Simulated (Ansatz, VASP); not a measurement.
# CsSnI3 in VASP and in Ansatz

```
CELL_PARAMETERS angstrom
6.12183 0.00000 0.00000
0.00000 6.12183 0.00000
0.00000 0.00000 6.12183
ATOMIC_POSITIONS crystal
Cs 0.00000 0.00000 0.00000
I 0.50000 0.50000 0.00000
I 0.50000 0.00000 0.50000
I 0.00000 0.50000 0.50000
Sn 0.50000 0.50000 0.50000
```

Change from the starting cell: volume scaled by 0.96.

Alike in both runs: task single point; functional LDA; k mesh 5 × 5 × 5; occupations fermi-dirac, width 0.05 eV; no spin polarisation.

|  | VASP | Ansatz |
| --- | --- | --- |
| version | VASP 6.6.1 | Ansatz 0.2.0 |
| potentials or method | VASP PAW LDA potentials, release 64 (Cs_sv, I, Sn_d), cutoff 520 eV | all-electron LAPW, scalar-relativistic |

Ansatz gave:

| Item | Value |
| --- | --- |
| gap on the k mesh at the Fermi level (eV) | 1.71 |
| least direct gap on the mesh (eV) | 1.71 |
| pressure (GPa) | -0.9 |

Which values does VASP return?

gap on the k mesh at the Fermi level (eV): 1.70; least direct gap on the mesh (eV): 1.70; pressure (GPa): -0.9.

LDA's correlation is that of Perdew and Zunger in VASP and of Perdew and Wang (1992) in Ansatz. Ansatz ran all-electron here, and VASP with PAW potentials.

Neither program's run includes spin-orbit coupling.
